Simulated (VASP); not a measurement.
# Pt (Fm-3m) in VASP: notebook

Pt is run at these levels: LDA; tasks: single point.

Program: VASP 6.6.1. These are calculated values, not measurements. Logs are shortened: lines on timing, memory, paths and dates and some standing lists are left out, and cuts for length are marked.

### Step 1. The cell of the first run

The structure is cubic, space group Fm-3m (No. 225). Conventional cell: a = 3.895 Å, b = 3.895 Å, c = 3.895 Å, α = 90.00°, β = 90.00°, γ = 90.00°. Pt (site symmetry m-3m) has 12 Pt at 2.75 Å within 3.6 Å.

### Step 2. Single point, LDA

Input file INCAR:

```
PREC = Accurate ; ENCUT = 520
EDIFF = 1E-6 ; ISMEAR = 1
SIGMA = 0.03 ; LREAL = False
LASPH = True ; NELM = 100
ALGO = Normal ; ISIF = 2
LWAVE = False ; LCHARG = False
GGA = CA ; NBANDS = 11
```

Input file KPOINTS:

```
regular mesh
0
Gamma
  14 14 14
```

Input file POSCAR:

```
Pt
1.0
    0.0000000000      1.9474302061      1.9474302061
    1.9474302061      0.0000000000      1.9474302061
    1.9474302061      1.9474302061      0.0000000000
Pt
1
Direct
    0.0000000000      0.0000000000      0.0000000000
```

Potentials or basis: VASP PAW LDA potentials, release 64 (Pt).

Command:

```bash
$ cat potpaw_LDA.64/Pt/POTCAR > POTCAR
$ mpirun -np 1 vasp_std > vasp.out
```

OUTCAR:

```text
PREC = Accurate
   ENCUT = 520
   EDIFF = 1E-6
   ISMEAR = 1
   LREAL = False
   LASPH = True
   NELM = 100
   ISIF = 2
   GGA = CA

 ion  position               nearest neighbor table
   1  0.000  0.000  0.000-

  LATTYP: Found a face centered cubic cell.
 ALAT       =     3.8948604122

  Lattice vectors:

 A1 = (   0.0000000000,   1.9474302061,   1.9474302061)
 A2 = (   1.9474302061,   0.0000000000,   1.9474302061)
 A3 = (   1.9474302061,   1.9474302061,   0.0000000000)

Analysis of symmetry for initial positions (statically):
=====================================================================
 Subroutine PRICEL returns:
 Original cell was already a primitive cell.

 Routine SETGRP: Setting up the symmetry group for a
 face centered cubic supercell.

 Subroutine GETGRP returns: Found 48 space group operations
 (whereof 48 operations were pure point group operations)
 out of a pool of 48 trial point group operations.

The static configuration has the point symmetry O_h .

Analysis of symmetry for dynamics (positions and initial velocities):
=====================================================================
 Subroutine PRICEL returns:
 Original cell was already a primitive cell.

 Routine SETGRP: Setting up the symmetry group for a
 face centered cubic supercell.

 Subroutine GETGRP returns: Found 48 space group operations
 (whereof 48 operations were pure point group operations)
 out of a pool of 48 trial point group operations.

The dynamic configuration has the point symmetry O_h .

 Subroutine INISYM returns: Found 48 space group operations
 (whereof 48 operations are pure point group operations),
 and found     1 'primitive' translations

----------------------------------------------------------------------------------------

                                     Primitive cell

  volume of cell :      14.7712

  direct lattice vectors                    reciprocal lattice vectors
     0.000000000  1.947430206  1.947430206    -0.256748611  0.256748611  0.256748611
     1.947430206  0.000000000  1.947430206     0.256748611 -0.256748611  0.256748611
     1.947430206  1.947430206  0.000000000     0.256748611  0.256748611 -0.256748611

  length of vectors
     2.754082209  2.754082209  2.754082209     0.444701639  0.444701639  0.444701639

  position of ions in fractional coordinates (direct lattice)
     0.000000000  0.000000000  0.000000000

  ion indices of the primitive-cell ions
   primitive index   ion index
                 1           1

----------------------------------------------------------------------------------------

 KPOINTS: regular mesh

Automatic generation of k-mesh.
 Grid dimensions read from file:
 generate k-points for:   14   14   14

 Generating k-lattice:

  Cartesian coordinates                     Fractional coordinates (reciprocal lattice)
    -0.018339186  0.018339186  0.018339186     0.071428571  0.000000000  0.000000000
     0.018339186 -0.018339186  0.018339186     0.000000000  0.071428571  0.000000000
     0.018339186  0.018339186 -0.018339186     0.000000000  0.000000000  0.071428571

  Length of vectors
     0.031764403  0.031764403  0.031764403

  Shift w.r.t. Gamma in fractional coordinates (k-lattice)
     0.000000000  0.000000000  0.000000000

 Subroutine IBZKPT returns following result:
 ===========================================

 Found    104 irreducible k-points:

 Following reciprocal coordinates:
            Coordinates               Weight
  0.000000  0.000000  0.000000      1.000000
  0.071429  0.000000  0.000000      8.000000
  0.142857  0.000000  0.000000      8.000000
  0.214286  0.000000  0.000000      8.000000
  0.285714  0.000000  0.000000      8.000000
  0.357143  0.000000  0.000000      8.000000
[... 16 lines left out ...]
  0.214286  0.142857  0.000000     24.000000
  0.285714  0.142857  0.000000     24.000000
 [... further k-points ...]
   k-points           NKPTS =    104   k-points in BZ     NKDIM =    104   number of bands    NBANDS=     11
   number of dos      NEDOS =    301   number of ions     NIONS =      1
   total plane-waves  NPLWV =   8000
   dimension x,y,z NGX =    20 NGY =   20 NGZ =   20
   dimension x,y,z NGXF=    40 NGYF=   40 NGZF=   40
   ions per type =               1
   NGX,Y,Z   is equivalent  to a cutoff of  12.07, 12.07, 12.07 a.u.
   NGXF,Y,Z  is equivalent  to a cutoff of  24.15, 24.15, 24.15 a.u.
 SYSTEM =  unknown system
   PREC   = accura    normal or accurate (medium, high low for compatibility)
   ISTART =      0    job   : 0-new  1-cont  2-samecut
   ICHARG =      2    charge: 1-file 2-atom 10-const
   ISPIN  =      1    spin polarized calculation?
   LNONCOLLINEAR =      F non collinear calculations
   LSORBIT =      F    spin-orbit coupling
   LASPH  =      T    aspherical Exc in radial PAW
   ENCUT  =  520.0 eV  38.22 Ry    6.18 a.u.   5.12  5.12  5.12*2*pi/ulx,y,z
   NELM   =    100;   NELMIN=  2; NELMDL= -5     # of ELM steps
   EDIFF  = 0.1E-05   stopping-criterion for ELM
   LREAL  =      F    real-space projection
   EDIFFG = 0.1E-04   stopping-criterion for IOM
   NSW    =      0    number of steps for IOM
   IBRION =     -1    ionic relax: 0-MD 1-quasi-New 2-CG
   NFREE  =      0    steps in history (QN), initial steepest desc. (CG)
   ISIF   =      2    stress and relaxation
   ISYM   =      2    0-nonsym 1-usesym 2-fastsym
   POTIM  = 0.5000    time-step for ionic-motion
   TEBEG  =    0.0;   TEEND  =   0.0 temperature during run
   PSTRESS=    0.0 pullay stress
   NELECT =      10.0000    total number of electrons
   NUPDOWN=      -1.0000    fix difference up-down
   EMIN   =  10.00;   EMAX   =-10.00  energy-range for DOS
   EFERMI =   0.00;   METHOD = LEGACY
   ISMEAR =     1;   SIGMA  =   0.03  broadening in eV -4-tet -1-fermi 0-gaus
   EFERMI_NEDOS =   21; number of points for ismear=-14 and -15
   IALGO  =     38    algorithm
   IMIX   =      4    mixing-type and parameters
     AMIX     =   0.40;   BMIX     =  1.00
     AMIX_MAG =   1.60;   BMIX_MAG =  1.00
  volume/ion in A,a.u.               =      14.77        99.68
  Fermi-wavevector in a.u.,A,eV,Ry     =   1.437484  2.716450 28.114526  2.066359
  Thomas-Fermi vector in A             =   2.556556
   LORBIT       =      0    0 simple, 1 ext, 2 COOP (PROOUT), +10 PAW based schemes
   GGA     = CA    functional components
   LHFCALC =     F    Hartree Fock is set to
   AEXX    =    0.0000 exact exchange contribution
   IVDW    =     0    specifies the selected vdW correction
   LEPSILON=     F    determine dielectric tensor
   LRPA    =     F    only Hartree local field effects (RPA)
 non-spin polarized calculation
 Methfessel and Paxton  Order N= 1 SIGMA  =   0.03
  energy-cutoff  :      520.00
  volume of cell :       14.77
 maximum number of plane-waves:       411
   NGX = 11   NGY = 11   NGZ = 11

 number of electron      10.0000000 magnetization

 Free energy of the ion-electron system (eV)
  ---------------------------------------------------
  ext. energy  EPLUGINS =         0.00000000
  ---------------------------------------------------
  free energy    TOTEN  =        -7.51298886 eV

  energy without entropy =       -7.51272476  energy(sigma->0) =       -7.51290083

 E-fermi :  11.5192     XC(G=0): -13.8080

 val. band max:       11.5138604947   @ k =  -0.4286   0.2857   0.0714
 cond. band min:      11.5217751100   @ k =   0.5000   0.3571   0.0714
 fundamental gap:      0.0079146152
 Fermi energy:        11.5192433203

 k-point     1 :       0.0000    0.0000    0.0000
  band No.  band energies     occupation
      1       1.0674      2.00000
      2       7.5977      2.00000
      3       7.5977      2.00000
      4       7.5977      2.00000
      5       9.8690      2.00000
      6       9.8690      2.00000
      7      26.1065      0.00000
      8      31.1491      0.00000
      9      31.1491      0.00000
     10      31.1491      0.00000
     11      36.6787      0.00000

 k-point     2 :       0.0714    0.0000    0.0000
  band No.  band energies     occupation
      1       1.2768      2.00000
      2       7.5035      2.00000
      3       7.6814      2.00000
      4       7.6814      2.00000
      5       9.8217      2.00000
      6       9.8217      2.00000
      7      26.4378      0.00000
      8      30.1339      0.00000
      9      31.4776      0.00000
     10      31.4776      0.00000
     11      37.7998      0.00000

 k-point     3 :       0.1429    0.0000    0.0000
  band No.  band energies     occupation
      1       1.8709      2.00000
      2       7.2899      2.00000
      3       7.8767      2.00000
      4       7.8767      2.00000
      5       9.7506      2.00000
      6       9.7506      2.00000
      7      27.2758      0.00000
      8      28.2110      0.00000
      9      32.4145      0.00000
     10      32.4145      0.00000
     11      37.5505      0.00000

 k-point     4 :       0.2143    0.0000    0.0000
  band No.  band energies     occupation
      1       2.7174      2.00000
      2       7.1627      2.00000
      3       8.0058      2.00000
      4       8.0058      2.00000
      5       9.8605      2.00000
      6       9.8605      2.00000
      7      26.0911      0.00000
      8      27.9971      0.00000
      9      33.7781      0.00000
     10      33.7781      0.00000
     11      35.4842      0.00000
[... 239 lines left out ...]
 k-point    22 :       0.1429    0.1429    0.0000
  band No.  band energies     occupation
      1       2.1469      2.00000
      2       6.9188      2.00000
      3       8.1788      2.00000
      4       8.1788      2.00000
      5       9.1186      2.00000
      6      10.1595      2.00000
      7      27.8054      0.00000
      8      29.5628      0.00000
      9      31.0963      0.00000
     10      31.0963      0.00000
     11      39.0793      0.00000

 k-point    23 :       0.2143    0.1429    0.0000
  band No.  band energies     occupation
      1       2.8083      2.00000
      2       6.6352      2.00000
      3       8.3068      2.00000
      4       8.4512      2.00000
      5       9.0576      2.00000
      6      10.3273      2.00000
      7      28.1610      0.00000
      8      28.7008      0.00000
      9      30.9202      0.00000
     10      31.6050      0.00000
     11      36.5800      0.00000

 k-point    24 :       0.2857    0.1429    0.0000
  band No.  band energies     occupation
      1       3.6460      2.00000
      2       6.4940      2.00000
      3       7.9654      2.00000
      4       8.5627      2.00000
      5       9.7351      2.00000
      6      10.6637      2.00000
      7      25.9132      0.00000
      8      28.9577      0.00000
      9      30.6302      0.00000
     10      31.9392      0.00000
     11      36.0753      0.00000

 [... further k-points ...]
[... 5 lines left out ...]
  --------------------------------------------------------------------------------------
  -------------------------------------------------------------------------------------
  Total        0.0267005      0.0267005      0.0267005      0.0000000      0.0000000     -0.0000000
  in kB        2.8961001      2.8961001      2.8961001      0.0000000      0.0000000     -0.0000000
  external PRESSURE =       2.8961001 kB  Pullay stress =       0.0000000 kB

 VOLUME and BASIS-vectors are now :
 -----------------------------------------------------------------------------
  energy-cutoff  :      520.00
  volume of cell :       14.77
      direct lattice vectors                 reciprocal lattice vectors
     0.000000000  1.947430206  1.947430206    -0.256748611  0.256748611  0.256748611
     1.947430206  0.000000000  1.947430206     0.256748611 -0.256748611  0.256748611
     1.947430206  1.947430206  0.000000000     0.256748611  0.256748611 -0.256748611

 POSITION                                       TOTAL-FORCE (eV/Angst)
 -----------------------------------------------------------------------------------
      0.00000      0.00000      0.00000         0.000000      0.000000      0.000000
 -----------------------------------------------------------------------------------
    total drift:                                0.000000      0.000000      0.000000

  FREE ENERGIE OF THE ION-ELECTRON SYSTEM (eV)
  ---------------------------------------------------
  free  energy   TOTEN  =        -7.5129888625 eV

  energy  without entropy=       -7.5127247594  energy(sigma->0) =       -7.51290083
```

Wall time 4.9 s (1 thread of Intel Xeon 6975P-C (Granite Rapids), shared host); peak memory 0.13 GiB.

Results:

```
Free energy            : -7.5130 eV
Pressure               : 0.3 GPa
Band gap on the k mesh : zero (band 5 reaches 12.06 eV, above the bottom of band 6 at 9.75 eV)
```

Caveat: spin-orbit coupling is left out, which moves the levels of the heavy elements.

### Step 3. Single point, LDA

Input file INCAR:

```
SYSTEM = Pt
ALGO = Normal
EDIFF = 1E-6
ENCUT = 520
GGA = CA
ISIF = 2
ISMEAR = 1
LASPH = .TRUE.
LCHARG = .FALSE.
LREAL = .FALSE.
LWAVE = .FALSE.
NBANDS = 11
NELM = 80
PREC = Accurate
SIGMA = 0.1
```

Input file KPOINTS:

```
k-points
0
G
  14 14 14
  0 0 0
```

POSCAR is that of step 2.

Potentials or basis: VASP PAW LDA potentials, release 64 (Pt).

Command:

```bash
$ cat potpaw_LDA.64/Pt/POTCAR > POTCAR
$ mpirun -np 1 vasp_std > vasp.out
```

OUTCAR:

```text
SYSTEM = Pt
   EDIFF = 1E-6
   ENCUT = 520
   GGA = CA
   ISIF = 2
   ISMEAR = 1
   LASPH = .TRUE.
   LREAL = .FALSE.
   NELM = 80
   PREC = Accurate

 ion  position               nearest neighbor table
   1  0.000  0.000  0.000-

  LATTYP: Found a face centered cubic cell.
 ALAT       =     3.8948604122

  Lattice vectors:

 A1 = (   0.0000000000,   1.9474302061,   1.9474302061)
 A2 = (   1.9474302061,   0.0000000000,   1.9474302061)
 A3 = (   1.9474302061,   1.9474302061,   0.0000000000)
[... 505 lines left out ...]
      2       6.4938      2.00000
      3       7.9654      2.00000
      4       8.5625      2.00000
      5       9.7349      2.00000
      6      10.6638      2.00000
      7      25.9133      0.00000
      8      28.9576      0.00000
      9      30.6302      0.00000
     10      31.9391      0.00000
     11      36.0753      0.00000

 [... further k-points ...]
[... 5 lines left out ...]
  --------------------------------------------------------------------------------------
  -------------------------------------------------------------------------------------
  Total        0.0250667      0.0250667      0.0250667     -0.0000000      0.0000000     -0.0000000
  in kB        2.7188924      2.7188924      2.7188924     -0.0000000      0.0000000     -0.0000000
  external PRESSURE =       2.7188924 kB  Pullay stress =       0.0000000 kB

 VOLUME and BASIS-vectors are now :
 -----------------------------------------------------------------------------
  energy-cutoff  :      520.00
  volume of cell :       14.77
      direct lattice vectors                 reciprocal lattice vectors
     0.000000000  1.947430206  1.947430206    -0.256748611  0.256748611  0.256748611
     1.947430206  0.000000000  1.947430206     0.256748611 -0.256748611  0.256748611
     1.947430206  1.947430206  0.000000000     0.256748611  0.256748611 -0.256748611

 POSITION                                       TOTAL-FORCE (eV/Angst)
 -----------------------------------------------------------------------------------
      0.00000      0.00000      0.00000        -0.000000     -0.000000     -0.000000
 -----------------------------------------------------------------------------------
    total drift:                                0.000000      0.000000     -0.000000

  FREE ENERGIE OF THE ION-ELECTRON SYSTEM (eV)
  ---------------------------------------------------
  free  energy   TOTEN  =        -7.5132034760 eV

  energy  without entropy=       -7.5136088615  energy(sigma->0) =       -7.51333860
```

stdout:

```text
POSCAR found type information on POSCAR Pt
 POSCAR found :  1 types and       1 ions
 scaLAPACK will be used
 LDA part: xc-table for (Slater(with rela. corr.)+CA(PZ))
 , standard interpolation
 POSCAR, INCAR and KPOINTS ok, starting setup
 FFT: planning ... GRIDC
 FFT: planning ... GRID_SOFT
 FFT: planning ... GRID
 WAVECAR not read
 entering main loop
```

It took 5.1 s on 1 thread of Intel Xeon 6975P-C (Granite Rapids), shared host; peak memory 0.13 GiB.

What came out:

* Free energy: -7.5132 eV
* Pressure: 0.3 GPa
* Band gap on the k mesh: zero (band 5 reaches 12.06 eV, above the bottom of band 6 at 9.75 eV)

Levels at points of the mesh, in eV from the Fermi level:
| k point | band 3 | band 4 | band 5 | band 6 | band 7 | band 8 |
| --- | --- | --- | --- | --- | --- | --- |
| (0.00, 0.00, 0.00) | -3.94 | -3.94 | -1.66 | -1.66 | 14.57 | 19.62 |
| (0.50, 0.00, 0.00) | -3.99 | -0.55 | 0.07 | 0.07 | 6.01 | 14.15 |
| (0.50, 0.50, 0.00) | 0.05 | 0.53 | 0.53 | 1.74 | 9.11 | 11.42 |

Caveat: spin-orbit coupling is left out, which moves the levels of the heavy elements.
